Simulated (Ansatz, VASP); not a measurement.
## CuO2 in VASP and in Ansatz

```xyz
3
Lattice="0.0000 2.3845 2.3845 2.3845 0.0000 2.3845 2.3845 2.3845 0.0000" Properties=species:S:1:pos:R:3 pbc="T T T"
Cu    0.0000    0.0000    0.0000
O     1.1922    1.1922    1.1922
O     3.5767    3.5767    3.5767
```

Alike in both runs: functional PBEsol; k mesh 16 × 16 × 16; occupations gaussian, width 0.1 eV; collinear spin.

Ansatz relaxed the structure, and its values are those at the end. VASP's run is a single point on that final structure, the one shown.

```csv
,VASP,Ansatz
version,VASP 6.6.1,Ansatz 0.2.0
potentials or method,"VASP PAW PBE potentials, release 64 (Cu, O), cutoff 520 eV","scalar-relativistic, plane waves, PAW"
valence electrons in the cell,23,31
```

VASP gave:

```
gap on the k mesh at the Fermi level (eV)                     : none
pressure (GPa)                                                : 0.7
net moment per atom (μB)                                      : 0.64
size of the moment on the site where the two differ most (μB) : 0.57
```

Task: Which values does Ansatz return?

Result: gap on the k mesh at the Fermi level (eV): none; pressure (GPa): 0.0; net moment per atom (μB): 0.64; size of the moment on the site where the two differ most (μB): 0.63.

VASP's potentials were made for PBE, not for PBEsol. Site moments also hang on the region over which each program counts them. A gap of «none» marks a metal or a gap that the smearing closes. VASP's potentials hold 23 valence electrons a cell and Ansatz's 31, so a difference there can come from the potentials and not from the codes.
